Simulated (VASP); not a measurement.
Here is a VASP 6.6.1 calculation.

The input INCAR:

```
  PREC = Accurate
  ENCUT = 520
  EDIFF = 1E-6
  ISMEAR = 0
  SIGMA = 0.02
  LREAL = False
  LASPH = True
  NELM = 100
  ALGO = Normal
  ISIF = 2
  LWAVE = False
  LCHARG = False
  GGA = PS
  NBANDS = 11
```

The input KPOINTS:

```
Automatic mesh
0
Gamma
  8 8 8
```

Contents of POSCAR:

```
Si
1.0
    0.0000000000      2.7169171024      2.7169171024
    2.7169171024      0.0000000000      2.7169171024
    2.7169171024      2.7169171024      0.0000000000
Si
2
Direct
    0.7500000000      0.7500000000      0.7500000000
    0.5000000000      0.5000000000      0.5000000000
```

Potentials or basis: VASP PAW PBE potentials, release 64 (Si).

Launch:

```console
$ cat potpaw_PBE.64/Si/POTCAR > POTCAR
$ mpirun -np 1 vasp_std > vasp.out
```

**Question.** Predict the pressure.

**Answer.** 0.1 GPa.

**Question.** What does it give for the band gap on the k mesh?

**Answer.** 0.51 eV, indirect (least direct gap 2.52 eV).

Caveat: the PAW data sets were made with another functional, which shifts forces and pressure a little. A k mesh can miss the band edges.
